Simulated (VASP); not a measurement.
Here is a VASP 6.6.1 calculation.

Contents of INCAR:

```
SYSTEM = Sn
  PREC = Accurate
  ENCUT = 520
  EDIFF = 1E-6
  ISMEAR = -1
  SIGMA = 0.1
  LREAL = .FALSE.
  LASPH = .TRUE.
  NELM = 80
  ALGO = Normal
  ISIF = 2
  LWAVE = .FALSE.
  LCHARG = .FALSE.
  GGA = PS
  NBANDS = 21
```

File KPOINTS:

```
regular mesh
0
G
  13 13 7
  0 0 0
```

The input POSCAR:

```
Sn
1.0
    2.4655017664      0.0000000000      0.0000000000
   -1.2327508832      2.1351871628      0.0000000000
    0.0000000000      0.0000000000      3.9900458200
Sn
2
Direct
    0.3333333333      0.6666666667      0.2500000000
    0.6666666667      0.3333333333      0.7500000000
```

Potentials or basis: VASP PAW PBE potentials, release 64 (Sn_d).

Command:

```console
$ cat potpaw_PBE.64/Sn_d/POTCAR > POTCAR
$ mpirun -np 1 vasp_std > vasp.out
```

Problem. Predict the pressure.

Solution. 460.3 GPa.

Problem. Estimate the band gap on the k mesh.

Solution. Zero (band 14 reaches 35.30 eV, above the bottom of band 15 at 23.49 eV).

Stress tensor (GPa, compression positive):
```
460.14   0.00   0.00
  0.00 460.14   0.00
  0.00   0.00 460.51
```

Caveat: the PAW data sets were made with another functional, which shifts forces and pressure a little; spin-orbit coupling is left out, which moves the levels of the heavy elements.
